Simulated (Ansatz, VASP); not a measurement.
# Two plane-wave programs on W

```xyz
2
Lattice="0.0000 -3.1544 0.0000 -3.1544 0.0000 0.0000 0.0000 0.0000 -3.1544" Properties=species:S:1:pos:R:3 pbc="T T T"
W    -1.5772   -1.5772   -1.5772
W     0.0000    0.0000    0.0000
```

Alike in both runs: task single point; functional PBEsol; k mesh 10 × 10 × 10; occupations gaussian, width 0.15 eV; no spin polarisation.

|  | VASP | Ansatz |
| --- | --- | --- |
| version | VASP 6.6.1 | Ansatz 0.2.0 |
| potentials or method | VASP PAW PBE potentials, release 64 (W_sv), cutoff 520 eV | scalar-relativistic, plane waves, PAW |
| valence electrons in the cell | 28 | 28 |

Ansatz gave:

- gap on the k mesh at the Fermi level (eV): none
- pressure (GPa): 0.1

**Question.** What did VASP give for the same quantities?

**Answer.** gap on the k mesh at the Fermi level (eV): none; pressure (GPa): 0.7.

VASP's potentials were made for PBE, not for PBEsol. A gap of «none» marks a metal or a gap that the smearing closes. With one functional, cell and mesh, what is left measures potentials, basis and numerics.

Neither program's run includes spin-orbit coupling.
